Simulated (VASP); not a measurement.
# SnO2 (Fm-3m) in VASP: notebook

Aim: see how the results for SnO2 move with the level of theory and the settings. Levels: PBE0, PBEsol-based global hybrid with 25 % exact exchange. Tasks: single point.

Everything below comes from runs of VASP 6.6.1. Logs are shortened: lines on timing, memory, paths and dates and some standing lists are left out, and cuts for length are marked.

**1. The cell of the first run**

The structure is cubic, space group Fm-3m (No. 225). The conventional cell has a = 5.148 Å, b = 5.148 Å, c = 5.148 Å, α = 90.00°, β = 90.00°, γ = 90.00°. Sn (site symmetry m-3m) has 8 O at 2.23 Å within 2.9 Å. O (site symmetry -43m) has 4 Sn at 2.23 Å and 6 O at 2.57 Å within 2.9 Å.

**2. Single point, PBE0**

POSCAR reads:

```
SnO2
1.0
    0.0000000000      2.5741500000      2.5741500000
    2.5741500000      0.0000000000      2.5741500000
    2.5741500000      2.5741500000      0.0000000000
Sn O
1 2
Direct
    0.0000000000      0.0000000000      0.0000000000
    0.7500000000      0.7500000000      0.7500000000
    0.2500000000      0.2500000000      0.2500000000
```

INCAR.step1 reads:

```
SYSTEM = SnO2
ALGO = Normal
EDIFF = 1E-5
ENCUT = 520
GGA = PE
ISIF = 2
ISMEAR = -1
LASPH = .TRUE.
LCHARG = .FALSE.
LREAL = .FALSE.
LWAVE = .TRUE.
NBANDS = 20
NELM = 80
PREC = Accurate
SIGMA = 0.05
```

INCAR.step2 reads:

```
SYSTEM = SnO2
AEXX = 0.25
ALGO = Normal
EDIFF = 1E-7
ENCUT = 520
GGA = PE
ISIF = 2
ISMEAR = -1
ISTART = 1
LASPH = .TRUE.
LCHARG = .FALSE.
LHFCALC = .TRUE.
LREAL = .FALSE.
LWAVE = .FALSE.
NBANDS = 20
NELM = 80
PREC = Accurate
PRECFOCK = Normal
SIGMA = 0.05
```

KPOINTS reads:

```
k-points
0
G
  5 5 5
  0 0 0
```

Potentials or basis: VASP PAW PBE potentials, release 64 (Sn_d, O).

Command:

```sh
$ cat potpaw_PBE.64/Sn_d/POTCAR potpaw_PBE.64/O/POTCAR > POTCAR
$ cp INCAR.step1 INCAR
$ mpirun -np 1 vasp_std > vasp.out
$ cp INCAR.step2 INCAR
$ mpirun -np 1 vasp_std > vasp.out
```

OUTCAR:

```text
SYSTEM = SnO2
   AEXX = 0.25
   EDIFF = 1E-7
   ENCUT = 520
   GGA = PE
   ISIF = 2
   ISMEAR = -1
   ISTART = 1
   LASPH = .TRUE.
   LHFCALC = .TRUE.
   LREAL = .FALSE.
   NELM = 80
   PREC = Accurate
   PRECFOCK = Normal

 ion  position               nearest neighbor table
   1  0.000  0.000  0.000-   2 2.23   3 2.23   2 2.23   2 2.23   2 2.23   3 2.23   3 2.23   3 2.23

   2  0.750  0.750  0.750-   1 2.23   1 2.23   1 2.23   1 2.23
   3  0.250  0.250  0.250-   1 2.23   1 2.23   1 2.23   1 2.23

  LATTYP: Found a face centered cubic cell.
 ALAT       =     5.1483000000

  Lattice vectors:

 A1 = (   0.0000000000,   2.5741500000,   2.5741500000)
 A2 = (   2.5741500000,   0.0000000000,   2.5741500000)
 A3 = (   2.5741500000,   2.5741500000,   0.0000000000)

Analysis of symmetry for initial positions (statically):
=====================================================================
 Subroutine PRICEL returns:
 Original cell was already a primitive cell.

 Routine SETGRP: Setting up the symmetry group for a
 face centered cubic supercell.

 Subroutine GETGRP returns: Found 48 space group operations
 (whereof 48 operations were pure point group operations)
 out of a pool of 48 trial point group operations.

The static configuration has the point symmetry O_h .

Analysis of symmetry for dynamics (positions and initial velocities):
=====================================================================
 Subroutine PRICEL returns:
 Original cell was already a primitive cell.

 Routine SETGRP: Setting up the symmetry group for a
 face centered cubic supercell.

 Subroutine GETGRP returns: Found 48 space group operations
 (whereof 48 operations were pure point group operations)
 out of a pool of 48 trial point group operations.

The dynamic configuration has the point symmetry O_h .

 Subroutine INISYM returns: Found 48 space group operations
 (whereof 48 operations are pure point group operations),
 and found     1 'primitive' translations

----------------------------------------------------------------------------------------

                                     Primitive cell

  volume of cell :      34.1139

  direct lattice vectors                    reciprocal lattice vectors
     0.000000000  2.574150000  2.574150000    -0.194238875  0.194238875  0.194238875
     2.574150000  0.000000000  2.574150000     0.194238875 -0.194238875  0.194238875
     2.574150000  2.574150000  0.000000000     0.194238875  0.194238875 -0.194238875

  length of vectors
     3.640397842  3.640397842  3.640397842     0.336431600  0.336431600  0.336431600

  position of ions in fractional coordinates (direct lattice)
     0.000000000  0.000000000  0.000000000
     0.750000000  0.750000000  0.750000000
     0.250000000  0.250000000  0.250000000

  ion indices of the primitive-cell ions
   primitive index   ion index
                 1           1
                 2           2
                 3           3

----------------------------------------------------------------------------------------

 KPOINTS: k-points

Automatic generation of k-mesh.
 Grid dimensions read from file:
 generate k-points for:    5    5    5

 Generating k-lattice:

  Cartesian coordinates                     Fractional coordinates (reciprocal lattice)
    -0.038847775  0.038847775  0.038847775     0.200000000  0.000000000  0.000000000
     0.038847775 -0.038847775  0.038847775     0.000000000  0.200000000  0.000000000
     0.038847775  0.038847775 -0.038847775     0.000000000  0.000000000  0.200000000

  Length of vectors
     0.067286320  0.067286320  0.067286320

  Shift w.r.t. Gamma in fractional coordinates (k-lattice)
     0.000000000  0.000000000  0.000000000

 Subroutine IBZKPT returns following result:
 ===========================================

 Found     10 irreducible k-points:

 Following reciprocal coordinates:
            Coordinates               Weight
  0.000000  0.000000  0.000000      1.000000
  0.200000  0.000000  0.000000      8.000000
  0.400000  0.000000  0.000000      8.000000
  0.200000  0.200000  0.000000      6.000000
  0.400000  0.200000  0.000000     24.000000
 -0.400000  0.200000  0.000000     24.000000
 -0.200000  0.200000  0.000000     12.000000
  0.400000  0.400000  0.000000      6.000000
 -0.400000  0.400000  0.000000     12.000000
 -0.400000  0.400000  0.200000     24.000000
   k-points           NKPTS =     10   k-points in BZ     NKDIM =    125   number of bands    NBANDS=     20
   number of dos      NEDOS =    301   number of ions     NIONS =      3
   total plane-waves  NPLWV =  21952
   dimension x,y,z NGX =    28 NGY =   28 NGZ =   28
   dimension x,y,z NGXF=    56 NGYF=   56 NGZF=   56
   ions per type =               1   2
   NGX,Y,Z   is equivalent  to a cutoff of  12.79, 12.79, 12.79 a.u.
   NGXF,Y,Z  is equivalent  to a cutoff of  25.57, 25.57, 25.57 a.u.
 SYSTEM =  SnO2
   PREC   = accura    normal or accurate (medium, high low for compatibility)
   ISTART =      1    job   : 0-new  1-cont  2-samecut
   ICHARG =      0    charge: 1-file 2-atom 10-const
   ISPIN  =      1    spin polarized calculation?
   LNONCOLLINEAR =      F non collinear calculations
   LSORBIT =      F    spin-orbit coupling
   LASPH  =      T    aspherical Exc in radial PAW
   ENCUT  =  520.0 eV  38.22 Ry    6.18 a.u.   6.77  6.77  6.77*2*pi/ulx,y,z
   NELM   =     80;   NELMIN=  2; NELMDL=  0     # of ELM steps
   EDIFF  = 0.1E-06   stopping-criterion for ELM
   LREAL  =      F    real-space projection
   EDIFFG = 0.1E-05   stopping-criterion for IOM
   NSW    =      0    number of steps for IOM
   IBRION =     -1    ionic relax: 0-MD 1-quasi-New 2-CG
   NFREE  =      0    steps in history (QN), initial steepest desc. (CG)
   ISIF   =      2    stress and relaxation
   ISYM   =      3    0-nonsym 1-usesym 2-fastsym
   POTIM  = 0.5000    time-step for ionic-motion
   TEBEG  =    0.0;   TEEND  =   0.0 temperature during run
   PSTRESS=    0.0 pullay stress
   NELECT =      26.0000    total number of electrons
   NUPDOWN=      -1.0000    fix difference up-down
   EMIN   =  10.00;   EMAX   =-10.00  energy-range for DOS
   EFERMI =   0.00;   METHOD = LEGACY
   ISMEAR =    -1;   SIGMA  =   0.05  broadening in eV -4-tet -1-fermi 0-gaus
   EFERMI_NEDOS =   21; number of points for ismear=-14 and -15
   IALGO  =     38    algorithm
   IMIX   =      1    mixing-type and parameters
     AMIX     =   0.40;   BMIX     =  1.00
     AMIX_MAG =   1.60;   BMIX_MAG =  1.00
  volume/ion in A,a.u.               =      11.37        76.74
  Fermi-wavevector in a.u.,A,eV,Ry     =   1.495393  2.825884 30.425363  2.236201
  Thomas-Fermi vector in A             =   2.607544
   LORBIT       =      0    0 simple, 1 ext, 2 COOP (PROOUT), +10 PAW based schemes
   GGA     = PE    functional components
   LHFCALC =     T    Hartree Fock is set to
   PRECFOCK=normal    Normal, Fast or Accurate (Low or Medium for compatibility)
   ENCUT4O =  -1.0   cutoff for four orbital integrals eV
   NKREDX  =     1    reduce k-point grid by
   NKREDY  =     1    reduce k-point grid by
   NKREDZ  =     1    reduce k-point grid by
   AEXX    =    0.2500 exact exchange contribution
   HFSCREEN=    0.0000 screening length (either q_TF or 0.3 A-1)
   HFSCREENC=   0.0000 screening length for correlation (either q_TF or 0.3 A-1)
   ENCUTFOCK=  -1.0 apply spherical cutoff to Coloumb kernel
   IVDW    =     0    specifies the selected vdW correction
   LEPSILON=     F    determine dielectric tensor
   LRPA    =     F    only Hartree local field effects (RPA)
 non-spin polarized calculation
  energy-cutoff  :      520.00
  volume of cell :       34.11
 maximum number of plane-waves:       941
  NGX = 24; NGY = 24; NGZ = 24

 number of electron      25.9999992 magnetization

 Free energy of the ion-electron system (eV)
  ---------------------------------------------------
  ext. energy  EPLUGINS =         0.00000000
  ---------------------------------------------------
  free energy    TOTEN  =       -24.33259649 eV

  energy without entropy =      -24.33259649  energy(sigma->0) =      -24.33259649

 E-fermi :   6.8347     XC(G=0):  -9.1540

 val. band max:        5.7678130289   @ k =  -0.4000   0.4000   0.0000
 cond. band min:       7.7578658696   @ k =   0.0000   0.0000   0.0000
 fundamental gap:      1.9900528407
 Fermi energy:         6.8347273390

 k-point     1 :       0.0000    0.0000    0.0000
  band No.  band energies     occupation
      1     -16.3091      2.00000
      2     -16.3091      2.00000
      3     -16.3091      2.00000
      4     -16.1451      2.00000
      5     -16.1451      2.00000
      6     -15.1389      2.00000
[... 12 lines left out ...]
     19      23.4853      0.00000
     20      23.4853      0.00000

 k-point     2 :       0.2000    0.0000    0.0000
  band No.  band energies     occupation
      1     -16.4586      2.00000
      2     -16.2850      2.00000
      3     -16.2850      2.00000
      4     -16.1446      2.00000
      5     -16.1446      2.00000
      6     -14.7172      2.00000
[... 12 lines left out ...]
     19      23.6322      0.00000
     20      23.7615      0.00000

 k-point     3 :       0.4000    0.0000    0.0000
  band No.  band energies     occupation
      1     -16.7173      2.00000
      2     -16.2619      2.00000
      3     -16.2619      2.00000
      4     -16.1271      2.00000
      5     -16.1271      2.00000
      6     -13.5423      2.00000
[... 12 lines left out ...]
     19      23.6872      0.00000
     20      24.0848      0.00000

 k-point     4 :       0.2000    0.2000    0.0000
  band No.  band energies     occupation
      1     -16.5069      2.00000
      2     -16.2593      2.00000
      3     -16.2593      2.00000
      4     -16.1656      2.00000
      5     -16.1324      2.00000
      6     -14.6423      2.00000
[... 107 lines left out ...]
 k-point     9 :      -0.4000    0.4000    0.0000
  band No.  band energies     occupation
      1     -16.7644      2.00000
      2     -16.3201      2.00000
      3     -16.1946      2.00000
      4     -16.1732      2.00000
      5     -16.1207      2.00000
      6     -13.0461      2.00000
[... 12 lines left out ...]
     19      25.5953      0.00000
     20      26.4410      0.00000

 k-point    10 :      -0.4000    0.4000    0.2000
  band No.  band energies     occupation
      1     -16.6485      2.00000
      2     -16.4597      2.00000
      3     -16.1806      2.00000
      4     -16.1779      2.00000
      5     -16.1310      2.00000
      6     -12.9131      2.00000
[... 12 lines left out ...]
     19      24.8154      0.00000
     20      27.2065      0.00000

------------------------ aborting loop because EDIFF is reached ----------------------------------------

  FORCE on cell =-STRESS in cart. coord.  units (eV):
  Direction    XX          YY          ZZ          XY          YZ          ZX
  --------------------------------------------------------------------------------------
  -------------------------------------------------------------------------------------
  Total       -2.5254895     -2.5254895     -2.5254895      0.0000000      0.0000000      0.0000000
  in kB     -118.6109026   -118.6109026   -118.6109026      0.0000000      0.0000000      0.0000000
  external PRESSURE =    -118.6109026 kB  Pullay stress =       0.0000000 kB

 VOLUME and BASIS-vectors are now :
 -----------------------------------------------------------------------------
  energy-cutoff  :      520.00
  volume of cell :       34.11
      direct lattice vectors                 reciprocal lattice vectors
     0.000000000  2.574150000  2.574150000    -0.194238875  0.194238875  0.194238875
     2.574150000  0.000000000  2.574150000     0.194238875 -0.194238875  0.194238875
     2.574150000  2.574150000  0.000000000     0.194238875  0.194238875 -0.194238875

 POSITION                                       TOTAL-FORCE (eV/Angst)
 -----------------------------------------------------------------------------------
      0.00000      0.00000      0.00000         0.000000     -0.000000      0.000000
      3.86123      3.86123      3.86123        -0.000000      0.000000      0.000000
      1.28707      1.28707      1.28707         0.000000     -0.000000     -0.000000
 -----------------------------------------------------------------------------------
    total drift:                                0.000000     -0.000000      0.000000

  FREE ENERGIE OF THE ION-ELECTRON SYSTEM (eV)
  ---------------------------------------------------
  free  energy   TOTEN  =       -24.3325964895 eV

  energy  without entropy=      -24.3325964892  energy(sigma->0) =      -24.33259649
```

It took 24 min on 1 thread of Intel Xeon Platinum 8488C (Sapphire Rapids), shared host; peak memory 0.19 GiB.

Results:

```
Free energy            : -24.3326 eV
Pressure               : -11.9 GPa
Band gap on the k mesh : 1.99 eV (least direct gap 3.23 eV)
```

Caveat: the k points lie up to 0.42 Å⁻¹ apart; the PAW data sets were made with another functional, which shifts forces and pressure a little; spin-orbit coupling is left out, which moves the levels of the heavy elements; an odd mesh through Γ misses points on the zone boundary, where band edges can lie.

**3. Single point, PBEsol-based global hybrid with 25 % exact exchange**

POSCAR is that of step 2.

INCAR.step1 reads:

```
PREC = Accurate ; ENCUT = 520
EDIFF = 1E-5 ; ISMEAR = -1
SIGMA = 0.05 ; LREAL = F
LASPH = T ; NELM = 60
ALGO = Normal ; ISIF = 2
LWAVE = T ; LCHARG = F
GGA = PE ; NBANDS = 20
```

INCAR.step2 reads:

```
PREC = Accurate ; ENCUT = 520
EDIFF = 1E-6 ; ISMEAR = -1
SIGMA = 0.05 ; LREAL = F
LASPH = T ; NELM = 60
ALGO = Normal ; ISIF = 2
LWAVE = F ; LCHARG = F
GGA = PS ; LHFCALC = T
AEXX = 0.25 ; PRECFOCK = Normal
ISTART = 1 ; NBANDS = 20
```

KPOINTS reads:

```
Automatic mesh
0
Gamma
  5 5 5
```

Potentials or basis: VASP PAW PBE potentials, release 64 (Sn_d, O).

Command:

```sh
$ cat potpaw_PBE.64/Sn_d/POTCAR potpaw_PBE.64/O/POTCAR > POTCAR
$ cp INCAR.step1 INCAR
$ mpirun -np 1 vasp_std > vasp.out
$ cp INCAR.step2 INCAR
$ mpirun -np 1 vasp_std > vasp.out
```

Run time: 23 min. Hardware: 1 thread of Intel Xeon Platinum 8488C (Sapphire Rapids), shared host; peak memory 0.19 GiB.

It converged, with:

| Item | Value |
| --- | --- |
| Free energy | -25.2220 eV |
| Pressure | -16.5 GPa |
| Band gap on the k mesh | 1.91 eV (least direct gap 3.17 eV) |

Levels at points of the mesh, in eV from the valence-band top:
| k point | band 10 | band 11 | band 12 | band 13 | band 14 | band 15 | band 16 | band 17 |
| --- | --- | --- | --- | --- | --- | --- | --- | --- |
| (0.00, 0.00, 0.00) | -2.93 | -1.25 | -1.25 | -1.25 | 1.91 | 9.36 | 9.36 | 9.36 |

Caveat: the k points lie up to 0.42 Å⁻¹ apart; the PAW data sets were made with another functional, which shifts forces and pressure a little; spin-orbit coupling is left out, which moves the levels of the heavy elements; an odd mesh through Γ misses points on the zone boundary, where band edges can lie.
